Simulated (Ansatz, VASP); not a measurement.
**Zr in VASP and in Ansatz**

Contents of POSCAR:

```
Zr
1.0
    3.2534045973      0.0000000000      0.0000000000
   -1.6267022986      2.8175310300      0.0000000000
    0.0000000000      0.0000000000      5.1810870861
Zr
2
Direct
    0.6666666667      0.3333333333      0.7500000000
    0.3333333333      0.6666666667      0.2500000000
```

INCAR.step1

```
SYSTEM = Zr
ALGO = Normal
EDIFF = 1E-5
ENCUT = 520
GGA = PE
ISIF = 2
ISMEAR = -1
LASPH = .True.
LREAL = .False.
LWAVE = .True.
NBANDS = 19
NELM = 60
PREC = Accurate
SIGMA = 0.05
```

Contents of INCAR.step2:

```
SYSTEM = Zr
AEXX = 0.25
ALGO = Normal
EDIFF = 1E-6
ENCUT = 520
GGA = PE
HFSCREEN = 0.3
ISIF = 2
ISMEAR = -1
ISTART = 1
LASPH = .True.
LCHARG = .True.
LELF = .True.
LHFCALC = .True.
LREAL = .False.
LVHAR = .True.
LWAVE = .False.
NBANDS = 19
NELM = 60
PREC = Accurate
PRECFOCK = Normal
SIGMA = 0.05
```

File KPOINTS:

```
k-points
0
Gamma
  5 5 3
  0 0 0
```

input.yaml

```yaml
crystal:
  lattice:
    - [3.2534045973, 0.0, 0.0]
    - [-1.6267022986, 2.81753103, 0.0]
    - [0.0, 0.0, 5.1810870861]
  atoms:
    - { symbol: Zr, position: [0.6666666667, 0.3333333333, 0.75] }
    - { symbol: Zr, position: [0.3333333333, 0.6666666667, 0.25] }
hamiltonian:
  xc: { exchange: pbe, correlation: pbe, exx: { coeff: 0.25, omega: 0.3 } }
  pseudopotentials: { kind: paw }
kpoints:
  mp_grid: { grid: [5, 5, 3] }
scf:
  occupations: { method: fermi_dirac, width: 0.05 }
output:
  forces: true
  stress: true
  eigenvalues: true
  write_density: true
  write_potential: true
  elf: true
  volumetric_format: npy
```

Alike in both runs: task single point; functional PBE-based screened hybrid; k mesh 5 × 5 × 3; occupations fermi-dirac, width 0.05 eV; no spin polarisation.

|  | VASP | Ansatz |
| --- | --- | --- |
| version | VASP 6.6.1 | Ansatz 0.2.0 |
| potentials or method | VASP PAW PBE potentials, release 64 (Zr_sv) | Ansatz PAW |
| plane-wave cutoff (eV) | 520 | 420 |
| valence electrons in the cell | 24 | 24 |

```tsv
	VASP	Ansatz	Ansatz less VASP
gap on the k mesh at the Fermi level (eV)	none	none	-
pressure (GPa)	-1.4	-1.4	0.00
traceless stress, the component that is largest in VASP (GPa)	-1.91	-1.91	-0.001
```

VASP's potentials were made for PBE, not for PBE-based screened hybrid. A gap of «none» marks a metal or a gap that the smearing closes.

The k mesh is coarse, so the values compare programs but aren't converged.
